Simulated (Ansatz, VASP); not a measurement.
**Hg3Mo in VASP and in Ansatz**

```
Hg Mo
1.0
     4.29382    0.00000    0.00000
     0.00000    4.29382    0.00000
     0.00000    0.00000    4.29382
Hg Mo
3 1
Direct
  0.00000 0.50000 0.50000
  0.50000 0.00000 0.50000
  0.50000 0.50000 0.00000
  0.00000 0.00000 0.00000
```

Alike in both runs: functional PBE; k mesh 12 × 12 × 12; occupations gaussian, width 0.1 eV; no spin polarisation.

Ansatz relaxed the structure, and its values are those at the end. VASP's run is a single point on that final structure, the one shown.

```csv
,VASP,Ansatz
version,VASP 6.6.1,Ansatz 0.2.0
potentials or method,"VASP PAW PBE potentials, release 64 (Hg, Mo_sv), cutoff 520 eV","scalar-relativistic, plane waves, PAW"
valence electrons in the cell,50,74
```

|  | VASP | Ansatz | Ansatz less VASP |
| --- | --- | --- | --- |
| gap on the k mesh at the Fermi level (eV) | none | none | - |
| pressure (GPa) | 0.8 | 0.0 | -0.76 |

A gap of «none» marks a metal or a gap that the smearing closes. VASP's potentials hold 50 valence electrons a cell and Ansatz's 74, so a difference there can come from the potentials and not from the codes.

Spin-orbit coupling is off throughout.
